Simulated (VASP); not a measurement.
# BN (Qingsongite) (F-43m) in VASP: further runs, part 2 of 2

VASP 6.6.1. The steps go on from the part before.

**3. Relaxation of cell and atoms, PBEsol, target pressure 162 GPa, at which the enthalpy is minimised**

This run uses another cell than the first one, of 4.52 Å³/atom, 0.765 times its volume.

Contents of INCAR:

```
SYSTEM = BN
PREC     = Accurate       ! precision mode
ENCUT    = 600            ! plane-wave cutoff, eV
EDIFF    = 1E-7           ! SCF threshold, eV
ISMEAR   = 0              ! smearing method
SIGMA    = 0.01           ! smearing width, eV
LREAL    = .FALSE.        ! projectors in reciprocal space
LASPH    = .TRUE.         ! aspherical terms in the spheres
NELM     = 120            ! most SCF steps
ALGO     = Normal         ! electronic algorithm
ISIF     = 3              ! what is computed and relaxed
LWAVE    = .FALSE.        ! write WAVECAR
LCHARG   = .FALSE.        ! write CHGCAR
GGA      = PS             ! functional
IBRION   = 2              ! ionic algorithm
NSW      = 80             ! ionic steps
EDIFFG   = -0.002         ! ionic threshold
PSTRESS  = 1620.0       
GGA_COMPAT= .FALSE.      
NELMIN   = 4
```

Contents of KPOINTS:

```
regular mesh
0
G
  12 12 12
  0 0 0
```

Contents of POSCAR:

```
BN
1.0
    0.0000000000      1.6529040972      1.6529040972
    1.6529040972      0.0000000000      1.6529040972
    1.6529040972      1.6529040972      0.0000000000
B N
1 1
Direct
    0.0000000000      0.0000000000      0.0000000000
    0.2500000000      0.2500000000      0.2500000000
```

Potentials or basis: VASP PAW PBE potentials, release 64 (B, N).

Run with:

```bash
cat potpaw_PBE.64/B/POTCAR potpaw_PBE.64/N/POTCAR > POTCAR
mpirun -np 1 vasp_std > vasp.out
```

OUTCAR:

```text
SYSTEM = BN
   PREC = Accurate
   ENCUT = 600
   EDIFF = 1E-7
   ISMEAR = 0
   LREAL = .FALSE.
   LASPH = .TRUE.
   NELM = 120
   ISIF = 3
   GGA = PS
   IBRION = 2
   NSW = 80
   EDIFFG = -0.002
   PSTRESS = 1620.0
   NELMIN = 4

 ion  position               nearest neighbor table
   1  0.000  0.000  0.000-   2 1.43   2 1.43   2 1.43   2 1.43
   2  0.250  0.250  0.250-   1 1.43   1 1.43   1 1.43   1 1.43

  LATTYP: Found a face centered cubic cell.
 ALAT       =     3.3058081944

  Lattice vectors:

 A1 = (   0.0000000000,   1.6529040972,   1.6529040972)
 A2 = (   1.6529040972,   0.0000000000,   1.6529040972)
 A3 = (   1.6529040972,   1.6529040972,   0.0000000000)

Analysis of symmetry for initial positions (statically):
=====================================================================
 Subroutine PRICEL returns:
 Original cell was already a primitive cell.

 Routine SETGRP: Setting up the symmetry group for a
 face centered cubic supercell.

 Subroutine GETGRP returns: Found 24 space group operations
 (whereof 24 operations were pure point group operations)
 out of a pool of 48 trial point group operations.

The static configuration has the point symmetry T_d .

Analysis of symmetry for dynamics (positions and initial velocities):
=====================================================================
 Subroutine PRICEL returns:
 Original cell was already a primitive cell.

 Routine SETGRP: Setting up the symmetry group for a
 face centered cubic supercell.

 Subroutine GETGRP returns: Found 24 space group operations
 (whereof 24 operations were pure point group operations)
 out of a pool of 48 trial point group operations.

The dynamic configuration has the point symmetry T_d .

 Subroutine INISYM returns: Found 24 space group operations
 (whereof 24 operations are pure point group operations),
 and found     1 'primitive' translations
[... 118 lines left out ...]
  Thomas-Fermi vector in A             =   2.673689
   LORBIT       =      0    0 simple, 1 ext, 2 COOP (PROOUT), +10 PAW based schemes
   GGA     = PS    functional components
   LHFCALC =     F    Hartree Fock is set to
   AEXX    =    0.0000 exact exchange contribution
   IVDW    =     0    specifies the selected vdW correction
   LEPSILON=     F    determine dielectric tensor
   LRPA    =     F    only Hartree local field effects (RPA)
 conjugate gradient relaxation of ions
 non-spin polarized calculation
 Gauss-broadening in eV      SIGMA  =   0.01
  energy-cutoff  :      600.00
  volume of cell :        9.03
 maximum number of plane-waves:       311
   NGX =  9   NGY =  9   NGZ =  9

 number of electron       8.0000000 magnetization

 Free energy of the ion-electron system (eV)
  ---------------------------------------------------
  ext. energy  EPLUGINS =         0.00000000
  ---------------------------------------------------
  free energy    TOTEN  =       -17.22385372 eV

  energy without entropy =      -17.22385372  energy(sigma->0) =      -17.22385372

 E-fermi :  11.1018     XC(G=0): -14.3754

 val. band max:       11.0502758971   @ k =   0.0000   0.0000   0.0000
 cond. band min:      15.5688249578   @ k =   0.5000   0.5000   0.0000
 fundamental gap:      4.5185490606
 Fermi energy:        11.1018310364

 k-point     1 :       0.0000    0.0000    0.0000
  band No.  band energies     occupation
      1     -12.5980      2.00000
      2      11.0503      2.00000
      3      11.0503      2.00000
      4      11.0503      2.00000
      5      21.0746      0.00000
      6      21.0746      0.00000
      7      21.0746      0.00000
      8      26.0063      0.00000
[... 243 lines left out ...]
 k-point    24 :      -0.4167    0.1667    0.0000
  band No.  band energies     occupation
      1      -6.4964      2.00000
      2      -1.6057      2.00000
      3       5.8997      2.00000
      4       7.6724      2.00000
      5      21.4193      0.00000
      6      25.2682      0.00000
      7      26.8203      0.00000
      8      30.3871      0.00000

 [... further k-points ...]

------------------------ aborting loop because EDIFF is reached ----------------------------------------

  FORCE on cell =-STRESS in cart. coord.  units (eV):
  Direction    XX          YY          ZZ          XY          YZ          ZX
  --------------------------------------------------------------------------------------
  -------------------------------------------------------------------------------------
  Total        9.1320365      9.1320365      9.1320365      0.0000000     -0.0000000      0.0000000
  in kB     1619.9636085   1619.9636085   1619.9636085      0.0000000     -0.0000000      0.0000000
  external PRESSURE =      -0.0363915 kB  Pullay stress =    1620.0000000 kB

 VOLUME and BASIS-vectors are now :
 -----------------------------------------------------------------------------
  energy-cutoff  :      600.00
  volume of cell :        9.03
      direct lattice vectors                 reciprocal lattice vectors
     0.000000000  1.652904097  1.652904097    -0.302497889  0.302497889  0.302497889
     1.652904097  0.000000000  1.652904097     0.302497889 -0.302497889  0.302497889
     1.652904097  1.652904097  0.000000000     0.302497889  0.302497889 -0.302497889

 POSITION                                       TOTAL-FORCE (eV/Angst)
 -----------------------------------------------------------------------------------
      0.00000      0.00000      0.00000        -0.000000     -0.000000     -0.000000
      0.82645      0.82645      0.82645         0.000000      0.000000      0.000000
 -----------------------------------------------------------------------------------
    total drift:                                0.000000      0.000000     -0.000000

  FREE ENERGIE OF THE ION-ELECTRON SYSTEM (eV)
  ---------------------------------------------------
  free  energy   TOTEN  =       -17.2238537163 eV

  energy  without entropy=      -17.2238537163  energy(sigma->0) =      -17.22385372

  enthalpy is  TOTEN    =        -8.0916120354 eV   P V=        9.1322416810

 reached required accuracy - stopping structural energy minimisation
```

OSZICAR:

```text
N       E                     dE             d eps       ncg     rms          rms(c)
DAV:   1     0.143677215829E+02    0.14368E+02   -0.59762E+03  1192   0.115E+03
DAV:   2    -0.185170179911E+02   -0.32885E+02   -0.32223E+02  1528   0.224E+02
DAV:   3    -0.187182827897E+02   -0.20126E+00   -0.20126E+00  1408   0.196E+01
DAV:   4    -0.187184115855E+02   -0.12880E-03   -0.12880E-03  1560   0.441E-01
DAV:   5    -0.187184116366E+02   -0.51144E-07   -0.51144E-07  1296   0.566E-03    0.844E+00
DAV:   6    -0.174510995989E+02    0.12673E+01   -0.31570E+00  1488   0.152E+01    0.440E+00
DAV:   7    -0.172494481329E+02    0.20165E+00   -0.32891E-01  1528   0.539E+00    0.225E+00
DAV:   8    -0.172238116547E+02    0.25636E-01   -0.52884E-02  1360   0.209E+00    0.339E-01
DAV:   9    -0.172238490484E+02   -0.37394E-04   -0.37721E-04  1168   0.273E-01    0.990E-02
DAV:  10    -0.172238527351E+02   -0.36867E-05   -0.54137E-05  1576   0.767E-02    0.146E-02
DAV:  11    -0.172238536110E+02   -0.87597E-06   -0.66849E-07  1216   0.113E-02    0.467E-03
DAV:  12    -0.172238537112E+02   -0.10012E-06   -0.69338E-08   872   0.322E-03    0.183E-04
DAV:  13    -0.172238537163E+02   -0.51788E-08   -0.31454E-09   576   0.732E-04
   1 F= -.80916120E+01 E0= -.80916120E+01  d E =-.809161E+01
```

It took 3.6 s on 1 thread of Intel Xeon 6975P-C (Granite Rapids), shared host; peak memory 0.12 GiB.

Results:

```yaml
Free_energy: -17.2239 eV
Pressure_after_relaxing: 162.0 GPa
Band_gap_on_the_k_mesh: 4.52 eV, indirect (least direct gap 10.02 eV)
```

Final structure:
```
B N
1.0
     0.00000    1.65290    1.65290
     1.65290    0.00000    1.65290
     1.65290    1.65290    0.00000
B N
1 1
Direct
  0.00000 0.00000 0.00000
  0.25000 0.25000 0.25000
```

Levels at points of the mesh, in eV from the valence-band top:
```csv
k point,band 1,band 2,band 3,band 4,band 5,band 6,band 7,band 8
"(0.00, 0.00, 0.00)",-23.65,0.00,0.00,0.00,10.02,10.02,10.02,14.96
"(0.50, 0.00, 0.00)",-18.01,-13.52,-2.52,-2.52,12.06,12.06,13.86,17.78
"(0.50, 0.50, 0.00)",-16.23,-10.95,-6.44,-6.44,4.52,10.56,22.36,22.36
```

Caveat: the relaxation stopped at its first step, so nothing moved; the cell is relaxed towards a set pressure, so the enthalpy falls and the energy may rise; the PAW data sets were made with another functional, which shifts forces and pressure a little. A k mesh can miss the band edges.
